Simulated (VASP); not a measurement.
Input of a VASP 6.6.1 run:

The input INCAR:

```
PREC     = Accurate       # precision mode
ENCUT    = 910            # plane-wave cutoff, eV
EDIFF    = 1E-6           # SCF threshold, eV
ISMEAR   = 0              # smearing method
SIGMA    = 0.1            # smearing width, eV
LREAL    = False          # projectors in reciprocal space
LASPH    = True           # aspherical terms in the spheres
NELM     = 120            # most SCF steps
ALGO     = Normal         # electronic algorithm
ISIF     = 2              # what is computed and relaxed
LWAVE    = False          # write WAVECAR
LCHARG   = False          # write CHGCAR
NBANDS   = 16             # bands
GGA_COMPAT= False
```

Contents of KPOINTS:

```
Automatic mesh
0
Gamma
  14 14 14
```

File POSCAR:

```
TiN
1.0
    0.0000000000      2.0859620364      2.0859620364
    2.0859620364      0.0000000000      2.0859620364
    2.0859620364      2.0859620364      0.0000000000
Ti N
1 1
Direct
    0.0000000000      0.0000000000      0.0000000000
    0.5000000000      0.5000000000      0.5000000000
```

Potentials or basis: VASP PAW LDA potentials, release 64 (Ti_sv, N_h).

Run with:

```sh
$ cat potpaw_LDA.64/Ti_sv/POTCAR potpaw_LDA.64/N_h/POTCAR > POTCAR
$ mpirun -np 1 vasp_std > vasp.out
```

**Question.** Estimate the pressure.

**Answer.** 0.8 GPa.

Caveat: the cutoff is under 1.25 times the usual one of these potentials, so pressure, stress and relaxed cells hold a basis-set (Pulay) error.
